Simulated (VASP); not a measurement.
Write the native input for VASP 6.6.1 that does the following.

| Item | Value |
| --- | --- |
| Task | single point |
| Functional | PBE |
| Potentials or basis | VASP PAW PBE potentials, release 64 (In_d, O) |
| Cutoff | 600 eV |
| k mesh | 3 × 3 × 3 |
| Occupations | gaussian, width 0.2 eV |
| Spin | no spin polarisation |
| Dipole correction | no |
| Further INCAR settings | ALGO = Normal; EDIFF = 1e-06; NBANDS = 58 |

The structure of In7O lies in POSCAR:

```
In7O
1.0
    0.0000000000      4.8602751816      4.8602751816
    4.8602751816      0.0000000000      4.8602751816
    4.8602751816      4.8602751816      0.0000000000
In O
7 1
Direct
    0.2528457122      0.7471542878      0.7471542878
    0.7471542878      0.2528457122      0.2528457122
    0.7471542878      0.2528457122      0.7471542878
    0.2528457122      0.7471542878      0.2528457122
    0.7471542878      0.7471542878      0.2528457122
    0.2528457122      0.2528457122      0.7471542878
    0.2500000000      0.2500000000      0.2500000000
    0.0000000000      0.0000000000      0.0000000000
```

The cell was built from a structure type or drawn by symmetry, and may not be a known phase.

The input as run:

INCAR

```
ALGO = Normal
EDIFF = 1E-6
ENCUT = 600
GGA = PE
GGA_COMPAT = False
ISIF = 2
ISMEAR = 0
LASPH = True
LCHARG = False
LREAL = False
LWAVE = False
NBANDS = 58
NELM = 120
PREC = Accurate
SIGMA = 0.2
```

KPOINTS

```
k-points
0
Gamma
  3 3 3
```

Potentials or basis: VASP PAW PBE potentials, release 64 (In_d, O).

Run with:

```sh
$ cat potpaw_PBE.64/In_d/POTCAR potpaw_PBE.64/O/POTCAR > POTCAR
$ mpirun -np 1 vasp_std > vasp.out
```

It gave:

| Item | Value |
| --- | --- |
| Pressure | -0.3 GPa |
| Largest force | 0.040 eV/Å |
| Band gap on the k mesh | zero (an odd number of electrons rules out a gap without spin polarisation) |

Caveat: the k points lie up to 0.37 Å⁻¹ apart, too coarse for converged energies and pressures of a metal; spin-orbit coupling is left out, which moves the levels of the heavy elements; an odd number of electrons without spin polarisation forces a metal; a magnetic or distorted state may lie lower.

Wall time 2.9 min on 1 thread of AMD EPYC 9R45 (Zen 5), on a shared host, peak memory 0.38 GiB.
